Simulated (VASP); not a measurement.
# Mo in VASP: single point with PBEsol

Aim: the single point of Mo with PBEsol.

Program: VASP 6.6.1. These are calculated values, not measurements. Logs are shortened: lines on timing, memory, paths and dates and some standing lists are left out, and cuts for length are marked.

**1. The cell of the first run**

The cell holds a slab with vacuum, 5 atoms: a = 3.130 Å, b = 3.130 Å, c = 22.259 Å, α = 90.00°, β = 90.00°, γ = 90.00°.

**2. Single point, PBEsol**

INCAR

```
SYSTEM = Mo
ALGO = Normal
EDIFF = 1E-6
ENCUT = 520
GGA = PS
ISIF = 2
ISMEAR = -1
LASPH = .True.
LCHARG = .False.
LREAL = .False.
LWAVE = .False.
NBANDS = 43
NELM = 60
PREC = Accurate
SIGMA = 0.1
```

KPOINTS

```
k-points
0
Gamma
  12 12 1
  0 0 0
```

POSCAR

```
Mo
1.0
    3.1295163184      0.0000000000      0.0000000000
    0.0000000000      3.1295163184      0.0000000000
    0.0000000000      0.0000000000     22.2590000000
Mo
5
Direct
    0.0000000000      0.0000000000      0.3659161389
    0.5000000000      0.5000000000      0.4283781434
    0.0000000000      0.0000000000      0.5000000001
    0.5000000000      0.5000000000      0.5716218573
    0.0000000000      0.0000000000      0.6340838602
```

Potentials or basis: VASP PAW PBE potentials, release 64 (Mo_sv).

Launch:

```sh
$ cat potpaw_PBE.64/Mo_sv/POTCAR > POTCAR
$ mpirun -np 1 vasp_std > vasp.out
```

OUTCAR:

```text
SYSTEM = Mo
   EDIFF = 1E-6
   ENCUT = 520
   GGA = PS
   ISIF = 2
   ISMEAR = -1
   LASPH = .True.
   LREAL = .False.
   NELM = 60
   PREC = Accurate

 ion  position               nearest neighbor table
   1  0.000  0.000  0.366-   2 2.61   2 2.61   2 2.61   2 2.61   3 2.98
   2  0.500  0.500  0.428-   1 2.61   1 2.61   1 2.61   1 2.61   3 2.73   3 2.73   3 2.73   3 2.73
                             4 3.19
   3  0.000  0.000  0.500-   2 2.73   2 2.73   2 2.73   2 2.73   4 2.73   4 2.73   4 2.73   4 2.73
                             5 2.98   1 2.98
   4  0.500  0.500  0.572-   5 2.61   5 2.61   5 2.61   5 2.61   3 2.73   3 2.73   3 2.73   3 2.73
                             2 3.19
   5  0.000  0.000  0.634-   4 2.61   4 2.61   4 2.61   4 2.61   3 2.98

  LATTYP: Found a simple tetragonal cell.
 ALAT       =     3.1295163184
 C/A-ratio  =     7.1126007138

  Lattice vectors:

 A1 = (   3.1295163184,   0.0000000000,   0.0000000000)
 A2 = (   0.0000000000,   3.1295163184,   0.0000000000)
 A3 = (   0.0000000000,   0.0000000000,  22.2590000000)

Analysis of symmetry for initial positions (statically):
=====================================================================
 Subroutine PRICEL returns:
 Original cell was already a primitive cell.

 Routine SETGRP: Setting up the symmetry group for a
 simple tetragonal supercell.

 Subroutine GETGRP returns: Found 16 space group operations
 (whereof 16 operations were pure point group operations)
 out of a pool of 16 trial point group operations.

The static configuration has the point symmetry D_4h.

Analysis of symmetry for dynamics (positions and initial velocities):
=====================================================================
 Subroutine PRICEL returns:
 Original cell was already a primitive cell.

 Routine SETGRP: Setting up the symmetry group for a
 simple tetragonal supercell.

 Subroutine GETGRP returns: Found 16 space group operations
 (whereof 16 operations were pure point group operations)
 out of a pool of 16 trial point group operations.

The dynamic configuration has the point symmetry D_4h.

 Subroutine INISYM returns: Found 16 space group operations
 (whereof 16 operations are pure point group operations),
 and found     1 'primitive' translations

----------------------------------------------------------------------------------------

                                     Primitive cell

  volume of cell :     218.0018

  direct lattice vectors                    reciprocal lattice vectors
     3.129516318  0.000000000  0.000000000     0.319538196  0.000000000  0.000000000
     0.000000000  3.129516318  0.000000000     0.000000000  0.319538196  0.000000000
     0.000000000  0.000000000 22.259000000     0.000000000  0.000000000  0.044925648

  length of vectors
     3.129516318  3.129516318 22.259000000     0.319538196  0.319538196  0.044925648

  position of ions in fractional coordinates (direct lattice)
     0.000000000  0.000000000  0.365916139
     0.500000000  0.500000000  0.428378143
     0.000000000  0.000000000  0.500000000
     0.500000000  0.500000000  0.571621857
     0.000000000  0.000000000  0.634083860

  ion indices of the primitive-cell ions
   primitive index   ion index
                 1           1
                 2           2
                 3           3
                 4           4
                 5           5

----------------------------------------------------------------------------------------

 KPOINTS: k-points

Automatic generation of k-mesh.
 Grid dimensions read from file:
 generate k-points for:   12   12    1

 Generating k-lattice:

  Cartesian coordinates                     Fractional coordinates (reciprocal lattice)
     0.026628183  0.000000000  0.000000000     0.083333333  0.000000000  0.000000000
     0.000000000  0.026628183  0.000000000     0.000000000  0.083333333  0.000000000
     0.000000000  0.000000000  0.044925648     0.000000000  0.000000000  1.000000000

  Length of vectors
     0.026628183  0.026628183  0.044925648

  Shift w.r.t. Gamma in fractional coordinates (k-lattice)
     0.000000000  0.000000000  0.000000000

 Subroutine IBZKPT returns following result:
 ===========================================

 Found     28 irreducible k-points:

 Following reciprocal coordinates:
            Coordinates               Weight
  0.000000  0.000000  0.000000      1.000000
  0.083333  0.000000  0.000000      4.000000
  0.166667  0.000000  0.000000      4.000000
  0.250000  0.000000  0.000000      4.000000
  0.333333  0.000000  0.000000      4.000000
  0.416667  0.000000  0.000000      4.000000
[... 16 lines left out ...]
  0.333333  0.333333  0.000000      4.000000
  0.416667  0.333333  0.000000      8.000000
 [... further k-points ...]
   k-points           NKPTS =     28   k-points in BZ     NKDIM =     28   number of bands    NBANDS=     43
   number of dos      NEDOS =    301   number of ions     NIONS =      5
   total plane-waves  NPLWV =  96768
   dimension x,y,z NGX =    24 NGY =   24 NGZ =  168
   dimension x,y,z NGXF=    48 NGYF=   48 NGZF=  336
   ions per type =               5
   NGX,Y,Z   is equivalent  to a cutoff of  12.75, 12.75, 12.55 a.u.
   NGXF,Y,Z  is equivalent  to a cutoff of  25.50, 25.50, 25.09 a.u.
 SYSTEM =  Mo
   PREC   = accura    normal or accurate (medium, high low for compatibility)
   ISTART =      0    job   : 0-new  1-cont  2-samecut
   ICHARG =      2    charge: 1-file 2-atom 10-const
   ISPIN  =      1    spin polarized calculation?
   LNONCOLLINEAR =      F non collinear calculations
   LSORBIT =      F    spin-orbit coupling
   LASPH  =      T    aspherical Exc in radial PAW
   ENCUT  =  520.0 eV  38.22 Ry    6.18 a.u.   5.82  5.82 41.39*2*pi/ulx,y,z
   NELM   =     60;   NELMIN=  2; NELMDL= -5     # of ELM steps
   EDIFF  = 0.1E-05   stopping-criterion for ELM
   LREAL  =      F    real-space projection
   EDIFFG = 0.1E-04   stopping-criterion for IOM
   NSW    =      0    number of steps for IOM
   IBRION =     -1    ionic relax: 0-MD 1-quasi-New 2-CG
   NFREE  =      0    steps in history (QN), initial steepest desc. (CG)
   ISIF   =      2    stress and relaxation
   ISYM   =      2    0-nonsym 1-usesym 2-fastsym
   POTIM  = 0.5000    time-step for ionic-motion
   TEBEG  =    0.0;   TEEND  =   0.0 temperature during run
   PSTRESS=    0.0 pullay stress
   NELECT =      70.0000    total number of electrons
   NUPDOWN=      -1.0000    fix difference up-down
   EMIN   =  10.00;   EMAX   =-10.00  energy-range for DOS
   EFERMI =   0.00;   METHOD = LEGACY
   ISMEAR =    -1;   SIGMA  =   0.10  broadening in eV -4-tet -1-fermi 0-gaus
   EFERMI_NEDOS =   21; number of points for ismear=-14 and -15
   IALGO  =     38    algorithm
   IMIX   =      4    mixing-type and parameters
     AMIX     =   0.40;   BMIX     =  1.00
     AMIX_MAG =   1.60;   BMIX_MAG =  1.00
  volume/ion in A,a.u.               =      43.60       294.23
  Fermi-wavevector in a.u.,A,eV,Ry     =   1.121039  2.118457 17.098836  1.256729
  Thomas-Fermi vector in A             =   2.257690
   LORBIT       =      0    0 simple, 1 ext, 2 COOP (PROOUT), +10 PAW based schemes
   GGA     = PS    functional components
   LHFCALC =     F    Hartree Fock is set to
   AEXX    =    0.0000 exact exchange contribution
   IVDW    =     0    specifies the selected vdW correction
   LEPSILON=     F    determine dielectric tensor
   LRPA    =     F    only Hartree local field effects (RPA)
 non-spin polarized calculation
  energy-cutoff  :      520.00
  volume of cell :      218.00
 maximum number of plane-waves:      5924
 NGX is ok and might be reduce to    24
   NGX = 11   NGY = 11   NGZ = 83

 number of electron      70.0000005 magnetization

 Free energy of the ion-electron system (eV)
  ---------------------------------------------------
  ext. energy  EPLUGINS =         0.00000000
  ---------------------------------------------------
  free energy    TOTEN  =       -54.53167045 eV

  energy without entropy =      -54.31757073  energy(sigma->0) =      -54.42462059

 E-fermi :   1.9367     XC(G=0):  -5.7878

 val. band max:        1.9344733351   @ k =   0.5000   0.1667   0.0000
 cond. band min:       1.9425008115   @ k =   0.0000   0.0000   0.0000
 fundamental gap:      0.0080274764
 Fermi energy:         1.9366936341

 k-point     1 :       0.0000    0.0000    0.0000
  band No.  band energies     occupation
      1     -59.2032      2.00000
      2     -58.9848      2.00000
      3     -58.8940      2.00000
      4     -58.5796      2.00000
      5     -58.5702      2.00000
      6     -33.5127      2.00000
[... 35 lines left out ...]
     42       3.2331      0.00000
     43       3.3218      0.00000

 k-point     2 :       0.0833    0.0000    0.0000
  band No.  band energies     occupation
      1     -59.1957      2.00000
      2     -58.9778      2.00000
      3     -58.8920      2.00000
      4     -58.5837      2.00000
      5     -58.5755      2.00000
      6     -33.5485      2.00000
[... 35 lines left out ...]
     42       3.5588      0.00000
     43       3.9288      0.00000

 k-point     3 :       0.1667    0.0000    0.0000
  band No.  band energies     occupation
      1     -59.1746      2.00000
      2     -58.9576      2.00000
      3     -58.8864      2.00000
      4     -58.5959      2.00000
      5     -58.5906      2.00000
      6     -33.6392      2.00000
[... 35 lines left out ...]
     42       3.6344      0.00000
     43       3.8768      0.00000

 k-point     4 :       0.2500    0.0000    0.0000
  band No.  band energies     occupation
      1     -59.1441      2.00000
      2     -58.9273      2.00000
      3     -58.8782      2.00000
      4     -58.6154      2.00000
      5     -58.6137      2.00000
      6     -33.7455      2.00000
[... 863 lines left out ...]
     42       3.9347      0.00000
     43       4.4524      0.00000

 k-point    23 :       0.3333    0.3333    0.0000
  band No.  band energies     occupation
      1     -59.0708      2.00000
      2     -58.8460      2.00000
      3     -58.8460      2.00000
      4     -58.6514      2.00000
      5     -58.6509      2.00000
      6     -33.7827      2.00000
[... 35 lines left out ...]
     42       4.2231      0.00000
     43       4.2637      0.00000

 k-point    24 :       0.4167    0.3333    0.0000
  band No.  band energies     occupation
      1     -59.0607      2.00000
      2     -58.8400      2.00000
      3     -58.8334      2.00000
      4     -58.6551      2.00000
      5     -58.6549      2.00000
      6     -33.8143      2.00000
[... 35 lines left out ...]
     42       4.1045      0.00000
     43       4.3045      0.00000

 [... further k-points ...]
[... 5 lines left out ...]
  --------------------------------------------------------------------------------------
  -------------------------------------------------------------------------------------
  Total       -3.6678247     -3.6678247      0.1638065      0.0000000      0.0000000      0.0000000
  in kB      -26.9562244    -26.9562244      1.2038754      0.0000000      0.0000000      0.0000000
  external PRESSURE =     -17.5695244 kB  Pullay stress =       0.0000000 kB

 VOLUME and BASIS-vectors are now :
 -----------------------------------------------------------------------------
  energy-cutoff  :      520.00
  volume of cell :      218.00
      direct lattice vectors                 reciprocal lattice vectors
     3.129516318  0.000000000  0.000000000     0.319538196  0.000000000  0.000000000
     0.000000000  3.129516318  0.000000000     0.000000000  0.319538196  0.000000000
     0.000000000  0.000000000 22.259000000     0.000000000  0.000000000  0.044925648

 POSITION                                       TOTAL-FORCE (eV/Angst)
 -----------------------------------------------------------------------------------
      0.00000      0.00000      8.14493        -0.000000      0.000000     -0.034638
      1.56476      1.56476      9.53527         0.000000      0.000000      0.005178
      0.00000      0.00000     11.12950        -0.000000      0.000000     -0.000000
      1.56476      1.56476     12.72373        -0.000000     -0.000000     -0.005178
      0.00000      0.00000     14.11407        -0.000000      0.000000      0.034638
 -----------------------------------------------------------------------------------
    total drift:                                0.000000     -0.000000      0.000001

  FREE ENERGIE OF THE ION-ELECTRON SYSTEM (eV)
  ---------------------------------------------------
  free  energy   TOTEN  =       -54.5316704538 eV

  energy  without entropy=      -54.3175707338  energy(sigma->0) =      -54.42462059
```

Run time: 2.6 min. Hardware: 1 thread of Intel Xeon 6975P-C (Granite Rapids), shared host; peak memory 0.4 GiB.

What came out:

```
Free energy            : -54.5317 eV
Largest force          : 0.035 eV/Å
Band gap on the k mesh : zero (band 35 reaches 3.47 eV, above the bottom of band 36 at 1.70 eV)
```

Forces on the atoms (eV/Å):
```
Mo   0.000  0.000 -0.035
Mo   0.000  0.000  0.005
Mo   0.000  0.000  0.000
Mo   0.000  0.000 -0.005
Mo   0.000  0.000  0.035
```

Caveat: the PAW data sets were made with another functional, which shifts forces and pressure a little.
